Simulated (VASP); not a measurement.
# AlN (R-3m) in VASP: further runs, part 3 of 3

VASP 6.6.1. The steps go on from the part before.

### Step 6. Single point, PBEsol

This run uses another cell than the first one, of 7.39 Å³/atom, 0.770 times its volume.

Input file INCAR:

```
PREC = Accurate
ENCUT = 520
EDIFF = 1E-6
ISMEAR = 0
SIGMA = 0.05
LREAL = False
LASPH = True
NELM = 60
ALGO = Normal
ISIF = 2
LWAVE = False
LCHARG = False
GGA = PS
NBANDS = 11
```

Input file KPOINTS:

```
regular mesh
0
Gamma
  10 10 10
```

Input file POSCAR:

```
AlN
1.0
   -0.1029593538      1.8975462256      1.8975462256
    1.8975462256     -0.1029593538      1.8975462256
    1.8975462256      1.8975462256     -0.1029593538
Al N
1 1
Direct
    0.5000000000      0.5000000000      0.5000000000
    0.0000000000      0.0000000000      0.0000000000
```

Potentials or basis: VASP PAW PBE potentials, release 64 (Al, N).

On the command line:

```bash
> cat potpaw_PBE.64/Al/POTCAR potpaw_PBE.64/N/POTCAR > POTCAR
> mpirun -np 1 vasp_std > vasp.out
```

OUTCAR:

```text
PREC = Accurate
   ENCUT = 520
   EDIFF = 1E-6
   ISMEAR = 0
   LREAL = False
   LASPH = True
   NELM = 60
   ISIF = 2
   GGA = PS

 ion  position               nearest neighbor table
   1  0.500  0.500  0.500-   2 1.95   2 1.95   2 1.95   2 1.95   2 1.95   2 1.95
   2  0.000  0.000  0.000-   1 1.95   1 1.95   1 1.95   1 1.95   1 1.95   1 1.95

  LATTYP: Found a trigonal (rhomboedric) cell.
 ALAT       =     2.6855100047
 COS(alpha) =     0.4450856131

  Lattice vectors:

 A1 = (  -0.1029593538,   1.8975462256,   1.8975462256)
 A2 = (   1.8975462256,  -0.1029593538,   1.8975462256)
 A3 = (   1.8975462256,   1.8975462256,  -0.1029593538)

Analysis of symmetry for initial positions (statically):
=====================================================================
 Subroutine PRICEL returns:
 Original cell was already a primitive cell.

 Routine SETGRP: Setting up the symmetry group for a
 trigonal (rhombohedral) supercell.

 Subroutine GETGRP returns: Found 12 space group operations
 (whereof 12 operations were pure point group operations)
 out of a pool of 12 trial point group operations.

The static configuration has the point symmetry D_3d.

[... 164 lines left out ...]
 fundamental gap:      3.5856601423
 Fermi energy:        12.3902366113

 k-point     1 :       0.0000    0.0000    0.0000
  band No.  band energies     occupation
      1      -7.1888      2.00000
      2      11.0705      2.00000
      3      11.0705      2.00000
      4      12.1595      2.00000
      5      18.4802      0.00000
      6      22.9088      0.00000
      7      22.9088      0.00000
      8      26.0743      0.00000
      9      28.9501      0.00000
     10      30.0573      0.00000
     11      30.0573      0.00000
[... 309 lines left out ...]
 k-point    24 :       0.4000    0.3000   -0.0000
  band No.  band energies     occupation
      1      -3.7584      2.00000
      2       5.0080      2.00000
      3       7.8521      2.00000
      4       9.4761      2.00000
      5      17.6802      0.00000
      6      19.1574      0.00000
      7      24.5533      0.00000
      8      28.7654      0.00000
      9      29.0522      0.00000
     10      34.5708      0.00000
     11      37.5851      0.00000

 [... further k-points ...]
[... 5 lines left out ...]
  --------------------------------------------------------------------------------------
  -------------------------------------------------------------------------------------
  Total        3.4750025      3.4750025      3.4750025      1.6224043      1.6224043      1.6224043
  in kB      376.7981970    376.7981970    376.7981970    175.9190198    175.9190198    175.9190198
  external PRESSURE =     376.7981970 kB  Pullay stress =       0.0000000 kB

 VOLUME and BASIS-vectors are now :
 -----------------------------------------------------------------------------
  energy-cutoff  :      520.00
  volume of cell :       14.78
      direct lattice vectors                 reciprocal lattice vectors
    -0.102959354  1.897546226  1.897546226    -0.242967045  0.256906593  0.256906593
     1.897546226 -0.102959354  1.897546226     0.256906593 -0.242967045  0.256906593
     1.897546226  1.897546226 -0.102959354     0.256906593  0.256906593 -0.242967045

 POSITION                                       TOTAL-FORCE (eV/Angst)
 -----------------------------------------------------------------------------------
      1.84607      1.84607      1.84607        -0.000000     -0.000000     -0.000000
      0.00000      0.00000      0.00000         0.000000      0.000000      0.000000
 -----------------------------------------------------------------------------------
    total drift:                                0.000000     -0.000000     -0.000000

  FREE ENERGIE OF THE ION-ELECTRON SYSTEM (eV)
  ---------------------------------------------------
  free  energy   TOTEN  =       -15.1252559789 eV

  energy  without entropy=      -15.1252559789  energy(sigma->0) =      -15.12525598
```

OSZICAR:

```text
N       E                     dE             d eps       ncg     rms          rms(c)
DAV:   1     0.569100695537E+01    0.56910E+01   -0.42401E+03  2584   0.686E+02
DAV:   2    -0.163491008881E+02   -0.22040E+02   -0.21200E+02  3134   0.129E+02
DAV:   3    -0.168775586479E+02   -0.52846E+00   -0.52767E+00  3093   0.174E+01
DAV:   4    -0.168790902619E+02   -0.15316E-02   -0.15315E-02  2843   0.101E+00
DAV:   5    -0.168791005698E+02   -0.10308E-04   -0.10308E-04  3034   0.848E-02    0.785E+00
DAV:   6    -0.151817233540E+02    0.16974E+01   -0.64167E+00  2900   0.140E+01    0.302E+00
DAV:   7    -0.151385205644E+02    0.43203E-01   -0.23676E-01  2974   0.331E+00    0.191E+00
DAV:   8    -0.151255838605E+02    0.12937E-01   -0.13026E-02  2744   0.102E+00    0.385E-01
DAV:   9    -0.151252452181E+02    0.33864E-03   -0.14232E-03  2936   0.237E-01    0.177E-01
DAV:  10    -0.151252603918E+02   -0.15174E-04   -0.73765E-05  2962   0.616E-02    0.508E-02
DAV:  11    -0.151252560676E+02    0.43242E-05   -0.12702E-05  2870   0.218E-02    0.588E-03
DAV:  12    -0.151252559789E+02    0.88675E-07   -0.30702E-07  1492   0.503E-03
   1 F= -.15125256E+02 E0= -.15125256E+02  d E =-.158128E-13
```

Wall time 9.9 s (1 thread of Intel Xeon Platinum 8488C (Sapphire Rapids), shared host); peak memory 0.13 GiB.

Results:

| Item | Value |
| --- | --- |
| Free energy | -15.1253 eV |
| Pressure | 37.7 GPa |
| Band gap on the k mesh | 3.59 eV, indirect (least direct gap 6.32 eV) |

Caveat: the PAW data sets were made with another functional, which shifts forces and pressure a little. A k mesh can miss the band edges.

### Step 7. Overview

| cell | gap on the mesh (eV) | pressure (GPa) |
| --- | --- | --- |
| a = 2.930 Å, angles 63.6°, 2 atoms | 2.35 | -28.5 |
| a = 2.776 Å, angles 56.5°, 2 atoms | 3.86 | 65.5 |
| a = 2.655 Å, angles 65.4°, 2 atoms | 2.88 | 38.2 |
| a = 2.876 Å, angles 54.8°, 2 atoms | 3.16 | 38.6 |
| a = 2.686 Å, angles 63.6°, 2 atoms | 3.59 | 37.7 |

Alike in all rows: task single point; level PBEsol; potentials or basis VASP PAW PBE potentials, release 64 (Al, N); no spin polarisation; k mesh 10 × 10 × 10; cutoff (eV) 520; smearing gaussian 0.05 eV.

Caveats: the PAW data sets were made with another functional, which shifts forces and pressure a little.

Total energies depend on the potentials used, so only differences within one code and one set of settings carry meaning.
